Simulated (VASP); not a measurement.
Be7S:

```
Be S
1.0
     4.25271    0.00000    0.00000
     0.00000    4.25271    0.00000
     0.00000    0.00000    4.25271
Be S
7 1
Direct
  0.17437 0.50000 0.50000
  0.82563 0.50000 0.50000
  0.50000 0.17437 0.50000
  0.50000 0.82563 0.50000
  0.50000 0.50000 0.17437
  0.50000 0.50000 0.82563
  0.50000 0.50000 0.50000
  0.00000 0.00000 0.00000
```

The cell was generated, and may not be a known phase.

* Program: VASP 6.6.1
* Task: relaxation of cell and atoms
* Functional: PBE
* Potentials or basis: VASP PAW PBE potentials, release 64 (Be, S)
* Cutoff: 600 eV
* k mesh: 4 × 4 × 4
* Occupations: gaussian, width 0.2 eV
* Spin: no spin polarisation

At the start: pressure 93.3 GPa; volume 9.61 Å³/atom.

Where does the relaxation end?

Over 8 steps the energy falls by 2185.8 meV/atom and the volume is 24.73 Å³/atom (+157.2 %); space group Pm-3m (No. 221, to 0.1 Å) before and after.

The path:
```csv
step,energy change (eV),largest force (eV/Å),pressure (GPa),volume (Å³)
1,0.0000,1.4617,93.28,76.91
2,-15.6633,4.1717,8.08,157.56
3,-16.0075,4.0751,4.93,172.59
4,-16.0562,3.7335,0.84,205.45
5,-16.9624,0.7534,-2.87,234.42
6,-17.2506,0.3385,-2.26,223.08
7,-17.4194,0.1548,-1.37,209.98
8,-17.4866,0.0773,-0.26,197.83
```

Final structure:
```cif
data_structure
_symmetry_space_group_name_H-M 'P 1'
_symmetry_Int_Tables_number 1
_cell_length_a 5.8268
_cell_length_b 5.8268
_cell_length_c 5.8268
_cell_angle_alpha 90.000
_cell_angle_beta 90.000
_cell_angle_gamma 90.000
_cell_volume 197.83
loop_
_atom_site_label
_atom_site_type_symbol
_atom_site_fract_x
_atom_site_fract_y
_atom_site_fract_z
_atom_site_occupancy
Be1 Be 0.17631 0.50000 0.50000 1
Be2 Be 0.82369 0.50000 0.50000 1
Be3 Be 0.50000 0.17631 0.50000 1
Be4 Be 0.50000 0.82369 0.50000 1
Be5 Be 0.50000 0.50000 0.17631 1
Be6 Be 0.50000 0.50000 0.82369 1
Be7 Be 0.50000 0.50000 0.50000 1
S1 S 0.00000 0.00000 0.00000 1
```

Caveat: the k points lie up to 0.27 Å⁻¹ apart in the final cell; the volume moved by over 15 % at a fixed basis, so the end points are rough; the relaxation stopped at a loose force limit of 0.08 eV/Å, so its end isn't a converged minimum.
